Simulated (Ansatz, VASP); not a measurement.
# One calculation of SrO, two programs

Contents of INCAR:

```
PREC     = Accurate       # precision mode
ENCUT    = 520            # plane-wave cutoff, eV
EDIFF    = 1E-7           # SCF threshold, eV
ISMEAR   = 0              # smearing method
SIGMA    = 0.05           # smearing width, eV
LREAL    = F              # projectors in reciprocal space
LASPH    = T              # aspherical terms in the spheres
NELM     = 100            # most SCF steps
ALGO     = Normal         # electronic algorithm
ISIF     = 2              # what is computed and relaxed
LWAVE    = F              # write WAVECAR
LCHARG   = F              # write CHGCAR
GGA      = PS             # functional
NBANDS   = 24             # bands
```

Contents of KPOINTS:

```
regular mesh
0
Gamma
  9 9 4
```

Contents of POSCAR:

```
SrO
1.0
    3.7510896605      0.0000000000      0.0000000000
   -1.8755448302      3.2485389379      0.0000000000
    0.0000000000      0.0000000000      5.5788932591
Sr O
2 2
Direct
    0.3333333333      0.6666666667      0.2500000000
    0.6666666667      0.3333333333      0.7500000000
    0.0000000000      0.0000000000      0.0000000000
    0.0000000000      0.0000000000      0.5000000000
```

Input for Ansatz:

```yaml
crystal:
  lattice:
    - [3.7510896605, 0.0, 0.0]
    - [-1.8755448302, 3.2485389379, 0.0]
    - [0.0, 0.0, 5.5788932591]
  atoms:
    - { symbol: Sr, position: [0.3333333333, 0.6666666667, 0.25] }
    - { symbol: Sr, position: [0.6666666667, 0.3333333333, 0.75] }
    - { symbol: O, position: [0.0, 0.0, 0.0] }
    - { symbol: O, position: [0.0, 0.0, 0.5] }
basis:
  ecutwfc: 420
kpoints:
  mp_grid: { grid: [9, 9, 4] }
hamiltonian:
  xc: pbesol
scf:
  occupations: { method: gaussian, width: 0.05 }
output:
  forces: true
  stress: true
  eigenvalues: true
```

Alike in both runs: task single point; functional PBEsol; k mesh 9 × 9 × 4; occupations gaussian, width 0.05 eV; no spin polarisation.

|  | VASP | Ansatz |
| --- | --- | --- |
| version | VASP 6.6.1 | Ansatz 0.2.0 |
| potentials or method | VASP PAW PBE potentials, release 64 (Sr_sv, O), cutoff 520 eV | scalar-relativistic, plane waves, PAW |
| valence electrons in the cell | 32 | 32 |

```tsv
	VASP	Ansatz	Ansatz less VASP
gap on the k mesh at the Fermi level (eV)	1.66	1.67	+0.005
least direct gap on the mesh (eV)	1.66	1.67	+0.005
pressure (GPa)	-0.7	-1.3	-0.58
traceless stress, the component that is largest in VASP (GPa)	17.76	17.81	+0.051
```

VASP's potentials were made for PBE, not for PBEsol.
